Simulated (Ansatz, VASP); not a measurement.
**One calculation of SnO, two programs**

The input POSCAR:

```
SnO
1.0
    3.8389522158      0.0000000000      0.0000000000
    0.0000000000      3.8389522158      0.0000000000
    0.0000000000      0.0000000000      4.9192779074
Sn O
2 2
Direct
    0.5000000000      0.0000000000      0.7646261400
    0.0000000000      0.5000000000      0.2353738600
    0.0000000000      0.0000000000      0.0000000000
    0.5000000000      0.5000000000      0.0000000000
```

File INCAR.step1:

```
SYSTEM = SnO
PREC = Accurate
ENCUT = 660
ISMEAR = -1
SIGMA = 0.05
LREAL = .FALSE.
LASPH = .TRUE.
NELM = 120
NBANDS = 28
GGA = PE
ALGO = Normal
EDIFF = 1E-5
LWAVE = .TRUE.
LCHARG = .FALSE.
GGA_COMPAT = .FALSE.
```

INCAR.step2

```
SYSTEM = SnO
PREC = Accurate
ENCUT = 660
EDIFF = 1E-6
ISMEAR = -1
SIGMA = 0.05
LREAL = .FALSE.
LASPH = .TRUE.
NELM = 120
ALGO = Normal
ISIF = 2
LWAVE = .FALSE.
LCHARG = .FALSE.
METAGGA = R2SCAN
LMIXTAU = .TRUE.
LUSE_VDW = .TRUE.
IVDW_NL = 2
BPARAM = 11.95
CPARAM = 0.0093
NBANDS = 28
ISTART = 1
GGA_COMPAT = .FALSE.
```

File KPOINTS:

```
Automatic mesh
0
G
  7 7 6
  0 0 0
```

The input input.yaml:

```yaml
crystal:
  lattice:
    - [3.8389522158, 0.0, 0.0]
    - [0.0, 3.8389522158, 0.0]
    - [0.0, 0.0, 4.9192779074]
  atoms:
    - { symbol: Sn, position: [0.5, 0.0, 0.76462614] }
    - { symbol: Sn, position: [0.0, 0.5, 0.23537386] }
    - { symbol: O, position: [0.0, 0.0, 0.0] }
    - { symbol: O, position: [0.5, 0.5, 0.0] }
hamiltonian:
  xc: r2scan
  pseudopotentials: { kind: paw }
  dispersion: rvv10
kpoints:
  mp_grid: { grid: [7, 7, 6] }
scf:
  occupations: { method: fermi_dirac, width: 0.05 }
output:
  forces: true
  stress: true
  eigenvalues: true
  write_density: true
  write_potential: true
  elf: true
  volumetric_format: npy
```

Alike in both runs: task single point; functional r2SCAN; dispersion rVV10; k mesh 7 × 7 × 6; occupations fermi-dirac, width 0.05 eV; no spin polarisation.

|  | VASP | Ansatz |
| --- | --- | --- |
| version | VASP 6.6.1 | Ansatz 0.2.0 |
| potentials or method | VASP PAW PBE potentials, release 64 (Sn_d, O) | Ansatz PAW |
| plane-wave cutoff (eV) | 660 | 500 |
| valence electrons in the cell | 40 | 40 |

|  | VASP | Ansatz | Ansatz less VASP |
| --- | --- | --- | --- |
| gap on the k mesh at the Fermi level (eV) | 0.55 | 0.55 | -0.006 |
| least direct gap on the mesh (eV) | 2.33 | 2.36 | +0.033 |
| pressure (GPa) | -2.8 | -3.4 | -0.55 |
| traceless stress, the component that is largest in VASP (GPa) | 0.39 | 0.44 | +0.047 |
| rms of the force components (eV/Å) | 0.101 | 0.156 | +0.0556 |

VASP's potentials were made for PBE, not for r2SCAN. Atom by atom the forces differ by 0.056 eV/Å (rms over components).

Noted on Ansatz's run: odd divisions of the mesh miss points on the zone boundary, where band edges often lie, so the gap on the mesh can be too wide.
